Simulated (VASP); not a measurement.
Input of a VASP 6.6.1 run:

INCAR

```
ALGO = Normal
EDIFF = 1E-6
ENCUT = 520
GGA = PS
ISIF = 2
ISMEAR = -1
LASPH = T
LCHARG = F
LREAL = F
LWAVE = F
NBANDS = 9
NELM = 80
PREC = Accurate
SIGMA = 0.05
```

KPOINTS

```
k-points
0
Gamma
  14 14 14
```

The input POSCAR:

```
LiH
1.0
    1.9903724901      1.9903724901      0.0000000000
   -1.9903724901      1.9903724901      0.0000000000
    0.0000000000      1.9903724901      1.9903724901
Li H
1 1
Direct
    0.0000000000      0.0000000000      0.0000000000
    0.5000000000      0.5000000000      0.0000000000
```

Potentials or basis: VASP PAW PBE potentials, release 64 (Li_sv, H).

Launch:

```console
$ cat potpaw_PBE.64/Li_sv/POTCAR potpaw_PBE.64/H/POTCAR > POTCAR
$ mpirun -np 1 vasp_std > vasp.out
```

(1) What does it give for the band gap on the k mesh?

Results:

(1) 2.73 eV, direct.
